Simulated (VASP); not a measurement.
Input of a VASP 6.6.1 run:

File INCAR:

```
ALGO = Normal
DIPOL = 0.5 0.5 0.319
EDIFF = 1E-7
ENCUT = 520
GGA = PE
IDIPOL = 3
ISIF = 2
ISMEAR = 0
IVDW = 12
LASPH = True
LCHARG = True
LDIPOL = True
LELF = True
LREAL = False
LVACPOTAV = True
LVHAR = True
LWAVE = False
NBANDS = 34
NELM = 60
PREC = Accurate
SIGMA = 0.1
```

Contents of KPOINTS:

```
k-points
0
Gamma
  6 6 1
```

The input POSCAR:

```
Hf5H
1.0
    4.9564149667      0.0000000000      0.0000000000
   -2.4782074834      4.2923812729      0.0000000000
    0.0000000000      0.0000000000     21.1328376004
Hf H
5 1
Direct
    0.6666666667      0.3333333333      0.1892788879
    0.3333333333      0.6666666667      0.2371533849
    0.0000000000      0.0000000000      0.2763383880
    0.6666666667      0.3333333333      0.3164267596
    0.3333333333      0.6666666667      0.3706476976
    0.6666666667      1.3333333333      0.5268027802
```

Potentials or basis: VASP PAW PBE potentials, release 64 (Hf_pv, H).

The run is started by

```console
$ cat potpaw_PBE.64/Hf_pv/POTCAR potpaw_PBE.64/H/POTCAR > POTCAR
$ mpirun -np 1 vasp_std > vasp.out
```

Q: What does it give for the largest force?

A: 1.053 eV/Å.

Q: Estimate the dispersion energy per atom.

A: -0.200 eV.

Forces on the atoms (eV/Å):
```
Hf   0.000  0.000 -1.053
Hf   0.000  0.000  1.006
Hf   0.000  0.000 -0.008
Hf   0.000  0.000  0.176
Hf   0.000  0.000  0.577
H    0.000  0.000 -0.698
```
